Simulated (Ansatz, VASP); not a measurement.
NbCd3 in VASP and in Ansatz

INCAR

```
PREC = Accurate ; ENCUT = 520
EDIFF = 1E-8 ; ISMEAR = -1
SIGMA = 0.08 ; LREAL = F
LASPH = T ; NELM = 60
ALGO = Normal ; ISIF = 2
LWAVE = F ; LCHARG = F
GGA = CA ; LEFG = T
NBANDS = 32
```

The input KPOINTS:

```
Automatic mesh
0
Gamma
  9 9 9
```

POSCAR

```
NbCd3
1.0
    4.2704668871      0.0000000000      0.0000000000
    0.0000000000      4.2704668871      0.0000000000
    0.0000000000      0.0000000000      4.2704668871
Nb Cd
1 3
Direct
    0.0000000000      0.0000000000      0.0000000000
    0.0000000000      0.5000000000      0.5000000000
    0.5000000000      0.0000000000      0.5000000000
    0.5000000000      0.5000000000      0.0000000000
```

Input for Ansatz:

```yaml
crystal:
  lattice:
    - [4.2704668871, 0.0, 0.0]
    - [0.0, 4.2704668871, 0.0]
    - [0.0, 0.0, 4.2704668871]
  atoms:
    - { symbol: Nb, position: [0.0, 0.0, 0.0] }
    - { symbol: Cd, position: [0.0, 0.5, 0.5] }
    - { symbol: Cd, position: [0.5, 0.0, 0.5] }
    - { symbol: Cd, position: [0.5, 0.5, 0.0] }
kpoints:
  mp_grid: { grid: [9, 9, 9] }
scf:
  occupations: { method: fermi_dirac, width: 0.08 }
hamiltonian:
  xc: lda
  pseudopotentials: { kind: all_electron, datasets: crystal }
output:
  forces: true
  stress: true
  eigenvalues: true
  efg: { contact_densities: true }
```

Change from the starting cell: volume scaled by 1.04, crystal datasets.

Alike in both runs: task electric field gradients; functional LDA; k mesh 9 × 9 × 9; occupations fermi-dirac, width 0.08 eV; no spin polarisation.

```csv
,VASP,Ansatz
version,VASP 6.6.1,Ansatz 0.2.0
potentials or method,"VASP PAW LDA potentials, release 64 (Nb_sv, Cd), cutoff 520 eV","all-electron PAW with datasets made for the crystal, scalar-relativistic"
```

```csv
,VASP,Ansatz,Ansatz less VASP
pressure (GPa),-5.7,-6.4,-0.70
size of Vzz on the site where it differs most (V/Å²),108.1,112.7,+4.54
```

LDA's correlation is that of Perdew and Zunger in VASP and of Perdew and Wang (1992) in Ansatz. Ansatz ran all-electron here, and VASP with PAW potentials.
